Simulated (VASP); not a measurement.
Here is a VASP 6.6.1 calculation.

Contents of INCAR:

```
PREC = Accurate
ENCUT = 520
EDIFF = 1E-7
ISMEAR = -1
SIGMA = 0.02
LREAL = F
LASPH = T
NELM = 100
ALGO = Normal
ISIF = 2
LWAVE = F
LCHARG = F
GGA = PE
NBANDS = 28
```

Contents of KPOINTS:

```
regular mesh
0
Gamma
  8 8 8
```

Contents of POSCAR:

```
BaTiO3
1.0
    3.9181485176      0.0000000000      0.0000000000
    0.0000000000      3.9181485176      0.0000000000
    0.0000000000      0.0000000000      3.9359769848
Ba Ti O
1 1 3
Direct
    0.0000000000      0.0000000000      0.0025693569
    0.5000000000      0.5000000000      0.4955570880
    0.5000000000      0.5000000000      0.0113218990
    0.5000000000      0.0000000000      0.5092758282
    0.0000000000      0.5000000000      0.5092758282
```

Potentials or basis: VASP PAW PBE potentials, release 64 (Ba_sv, Ti_sv, O).

The run is started by

```bash
$ cat potpaw_PBE.64/Ba_sv/POTCAR potpaw_PBE.64/Ti_sv/POTCAR potpaw_PBE.64/O/POTCAR > POTCAR
$ mpirun -np 1 vasp_std > vasp.out
```

Predict the pressure.

16.3 GPa.

What does it give for the largest force?

0.020 eV/Å.

Predict the band gap on the k mesh.

1.87 eV (least direct gap 2.01 eV).

Stress tensor (GPa, compression positive):
```
16.42  0.00  0.00
 0.00 16.42  0.00
 0.00  0.00 15.93
```

Caveat: the cell stands under pressure; spin-orbit coupling is left out, which moves the levels of the heavy elements. A k mesh can miss the band edges.
